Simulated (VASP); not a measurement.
# CdSe (I-4m2) in VASP: notebook, part 2 of 2

VASP 6.6.1. The steps go on from the part before.

## Step 3: Single point, r2SCAN (epitaxial xy strain +4.0%)

The input, POSCAR:

```
CdSe
1.0
    0.0000000000      3.1904922036      2.8772840228
    3.1904922036      0.0000000000      2.8772840228
    3.1904922036      3.1904922036      0.0000000000
Cd Se
1 1
Direct
    0.0000000000      0.0000000000      0.0000000000
    0.2500000000      0.2500000000      0.2500000000
```

The input, INCAR.step1:

```
PREC     = Accurate       # precision mode
ENCUT    = 520            # plane-wave cutoff, eV
ISMEAR   = 0              # smearing method
SIGMA    = 0.01           # smearing width, eV
LREAL    = F              # projectors in reciprocal space
LASPH    = T              # aspherical terms in the spheres
NELM     = 60             # most SCF steps
NBANDS   = 16             # bands
GGA      = PE             # functional
ALGO     = Normal         # electronic algorithm
EDIFF    = 1E-4           # SCF threshold, eV
LWAVE    = T              # write WAVECAR
LCHARG   = F              # write CHGCAR
```

The input, INCAR.step2:

```
PREC     = Accurate       # precision mode
ENCUT    = 520            # plane-wave cutoff, eV
EDIFF    = 1E-7           # SCF threshold, eV
ISMEAR   = 0              # smearing method
SIGMA    = 0.01           # smearing width, eV
LREAL    = F              # projectors in reciprocal space
LASPH    = T              # aspherical terms in the spheres
NELM     = 60             # most SCF steps
ALGO     = Normal         # electronic algorithm
ISIF     = 2              # what is computed and relaxed
LWAVE    = F              # write WAVECAR
LCHARG   = F              # write CHGCAR
METAGGA  = R2SCAN         # meta-GGA
LMIXTAU  = T            
NBANDS   = 16             # bands
ISTART   = 1
```

The input, KPOINTS:

```
regular mesh
0
Gamma
  8 8 8
```

Potentials or basis: VASP PAW PBE potentials, release 64 (Cd, Se).

Started as:

```console
$ cat potpaw_PBE.64/Cd/POTCAR potpaw_PBE.64/Se/POTCAR > POTCAR
$ cp INCAR.step1 INCAR
$ mpirun -np 1 vasp_std > vasp.out
$ cp INCAR.step2 INCAR
$ mpirun -np 1 vasp_std > vasp.out
```

OUTCAR:

```text
PREC = Accurate
   ENCUT = 520
   EDIFF = 1E-7
   ISMEAR = 0
   LREAL = F
   LASPH = T
   NELM = 60
   ISIF = 2
   METAGGA = R2SCAN
   ISTART = 1

 ion  position               nearest neighbor table
   1  0.000  0.000  0.000-   2 2.68   2 2.68   2 2.68   2 2.68
   2  0.250  0.250  0.250-   1 2.68   1 2.68   1 2.68   1 2.68

  LATTYP: Found a body centered tetragonal cell.
 ALAT       =     4.5120373450
 C/A-ratio  =     1.2753812980

  Lattice vectors:

 A1 = (   0.0000000000,  -3.1904922036,  -2.8772840228)
 A2 = (   0.0000000000,   3.1904922036,  -2.8772840228)
 A3 = (   3.1904922036,   0.0000000000,   2.8772840228)

Analysis of symmetry for initial positions (statically):
=====================================================================
 Subroutine PRICEL returns:
 Original cell was already a primitive cell.

 Routine SETGRP: Setting up the symmetry group for a
 body centered tetragonal supercell.

 Subroutine GETGRP returns: Found  8 space group operations
 (whereof  8 operations were pure point group operations)
 out of a pool of 16 trial point group operations.

The static configuration has the point symmetry D_2d.
[... 160 lines left out ...]

 E-fermi :   0.5940     XC(G=0):  -9.2417

 val. band max:        0.4881166242   @ k =   0.0000   0.0000   0.0000
 cond. band min:       1.2913179891   @ k =   0.0000   0.0000   0.0000
 fundamental gap:      0.8032013649
 Fermi energy:         0.5939799888

 k-point     1 :       0.0000    0.0000    0.0000
  band No.  band energies     occupation
      1     -12.4462      2.00000
      2      -7.7193      2.00000
      3      -7.7193      2.00000
      4      -7.6809      2.00000
      5      -7.3706      2.00000
      6      -7.3532      2.00000
[... 433 lines left out ...]
      3      -7.5905      2.00000
      4      -7.3872      2.00000
      5      -7.3621      2.00000
      6      -7.2862      2.00000
[... 8 lines left out ...]
     15      11.5966      0.00000
     16      12.6780      0.00000

 [... further k-points ...]

------------------------ aborting loop because EDIFF is reached ----------------------------------------

  FORCE on cell =-STRESS in cart. coord.  units (eV):
  Direction    XX          YY          ZZ          XY          YZ          ZX
  --------------------------------------------------------------------------------------
  -------------------------------------------------------------------------------------
  Total       -0.4646566     -0.4646566      0.0715947      0.0000000      0.0000000      0.0000000
  in kB      -12.7090927    -12.7090927      1.9582271      0.0000000      0.0000000      0.0000000
  external PRESSURE =      -7.8199861 kB  Pullay stress =       0.0000000 kB

 VOLUME and BASIS-vectors are now :
 -----------------------------------------------------------------------------
  energy-cutoff  :      520.00
  volume of cell :       58.58
      direct lattice vectors                 reciprocal lattice vectors
     0.000000000  3.190492204  2.877284023    -0.156715631  0.156715631  0.173774989
     3.190492204  0.000000000  2.877284023     0.156715631 -0.156715631  0.173774989
     3.190492204  3.190492204  0.000000000     0.156715631  0.156715631 -0.173774989

 POSITION                                       TOTAL-FORCE (eV/Angst)
 -----------------------------------------------------------------------------------
      0.00000      0.00000      0.00000        -0.000000     -0.000000     -0.000000
      1.59525      1.59525      1.43864         0.000000      0.000000      0.000000
 -----------------------------------------------------------------------------------
    total drift:                               -0.000058     -0.000058     -0.000046

  FREE ENERGIE OF THE ION-ELECTRON SYSTEM (eV)
  ---------------------------------------------------
  free  energy   TOTEN  =       -35.8950634367 eV

  energy  without entropy=      -35.8950634367  energy(sigma->0) =      -35.89506344
```

OSZICAR.step1:

```text
N       E                     dE             d eps       ncg     rms          rms(c)
DAV:   1     0.106170737993E+03    0.10617E+03   -0.88396E+03  1920   0.101E+03
DAV:   2    -0.174553054017E+01   -0.10792E+03   -0.10196E+03  2280   0.246E+02
DAV:   3    -0.584686427750E+01   -0.41013E+01   -0.40940E+01  2192   0.498E+01
DAV:   4    -0.586494595494E+01   -0.18082E-01   -0.18081E-01  2552   0.329E+00
DAV:   5    -0.586506291617E+01   -0.11696E-03   -0.11696E-03  2224   0.229E-01    0.565E+00
DAV:   6    -0.549750140384E+01    0.36756E+00   -0.55974E-01  2736   0.862E+00    0.455E+00
DAV:   7    -0.547607358385E+01    0.21428E-01   -0.14038E-01  2232   0.247E+00    0.200E+00
DAV:   8    -0.547689931770E+01   -0.82573E-03   -0.12820E-02  2208   0.135E+00    0.244E-01
DAV:   9    -0.547708914569E+01   -0.18983E-03   -0.14102E-03  2304   0.467E-01    0.480E-02
DAV:  10    -0.547715352227E+01   -0.64377E-04   -0.15377E-04  1992   0.154E-01
   1 F= -.54771535E+01 E0= -.54771535E+01  d E =-.211998E-17
```

Wall time 3.1 min (1 thread of Intel Xeon Platinum 8488C (Sapphire Rapids), shared host); peak memory 0.23 GiB.

What came out:

```yaml
Free_energy: -35.8951 eV
Pressure: -0.8 GPa
Band_gap_on_the_k_mesh: 0.80 eV, direct
```

Levels at points of the mesh, in eV from the valence-band top:
| k point | band 6 | band 7 | band 8 | band 9 | band 10 | band 11 | band 12 | band 13 |
| --- | --- | --- | --- | --- | --- | --- | --- | --- |
| (0.00, 0.00, 0.00) | -7.84 | -0.26 | -0.26 | 0.00 | 0.80 | 6.34 | 6.38 | 6.38 |
| (0.50, 0.00, 0.00) | -7.58 | -4.32 | -1.06 | -0.66 | 2.56 | 6.41 | 7.20 | 7.62 |
| (0.50, 0.50, 0.00) | -7.42 | -3.66 | -2.16 | -2.16 | 3.20 | 3.35 | 9.93 | 10.43 |
| (0.50, 0.00, 0.50) | -7.57 | -4.22 | -1.81 | -1.66 | 3.49 | 4.26 | 8.95 | 9.89 |

Caveat: the cell differs from its parent crystal (epitaxial xy strain +4.0%); the PAW data sets were made with another functional, which shifts forces and pressure a little.

## Step 4: Single point, PBE (epitaxial xy strain +4.0%)

The input, INCAR:

```
SYSTEM = CdSe
  ALGO = Normal
  EDIFF = 1E-6
  ENCUT = 500
  GGA = PE
  GGA_COMPAT = .FALSE.
  ISIF = 2
  ISMEAR = 0
  LASPH = .TRUE.
  LCHARG = .FALSE.
  LREAL = .FALSE.
  LWAVE = .FALSE.
  NBANDS = 16
  NELM = 120
  PREC = Accurate
  SIGMA = 0.01
```

The input, KPOINTS:

```
k-points
0
G
  4 4 4
  0 0 0
```

POSCAR is that of step 3.

Started as:

```console
$ cat potpaw_PBE.64/Cd/POTCAR potpaw_PBE.64/Se/POTCAR > POTCAR
$ mpirun -np 1 vasp_std > vasp.out
```

It took 9.8 s on 1 thread of AMD EPYC 7R13 (Zen 3), shared host; peak memory 0.15 GiB.

It converged, with:

* Free energy: -5.4306 eV
* Pressure: 0.9 GPa
* Band gap on the k mesh: 0.32 eV, direct

Stress tensor (GPa, compression positive):
```
0.44 0.00 0.00
0.00 0.44 0.00
0.00 0.00 1.84
```

Levels at points of the mesh, in eV from the valence-band top:
```
           k point  band 7  band 8  band 9  band 10  band 11  band 12
(0.00, 0.00, 0.00)   -0.26   -0.26    0.00     0.32     5.78     5.82
(0.50, 0.00, 0.00)   -4.30   -1.05   -0.65     2.09     5.93     6.67
(0.50, 0.50, 0.00)   -3.68   -2.13   -2.13     2.88     2.97     9.34
(0.50, 0.00, 0.50)   -4.23   -1.78   -1.64     3.14     3.83     8.42
```

Caveat: the k points lie up to 0.44 Å⁻¹ apart; the cell differs from its parent crystal (epitaxial xy strain +4.0%).

## Step 5: Summary

| level | k mesh | cutoff (eV) | smearing | gap on the mesh (eV) | pressure (GPa) |
| --- | --- | --- | --- | --- | --- |
| PBE | 8 × 8 × 8 | 520 | fermi-dirac 0.02 eV | 0.33 | 0.7 |
| r2SCAN | 8 × 8 × 8 | 520 | gaussian 0.01 eV | 0.80 | -0.8 |
| PBE | 4 × 4 × 4 | 500 | gaussian 0.01 eV | 0.32 | 0.9 |

Alike in all rows: task single point; potentials or basis VASP PAW PBE potentials, release 64 (Cd, Se); no spin polarisation; cell as given.

Caveats: some runs use coarse meshes; the PAW data sets were made with another functional, which shifts forces and pressure a little (some runs).

Total energies depend on the potentials used, so only differences within one code and one set of settings carry meaning.
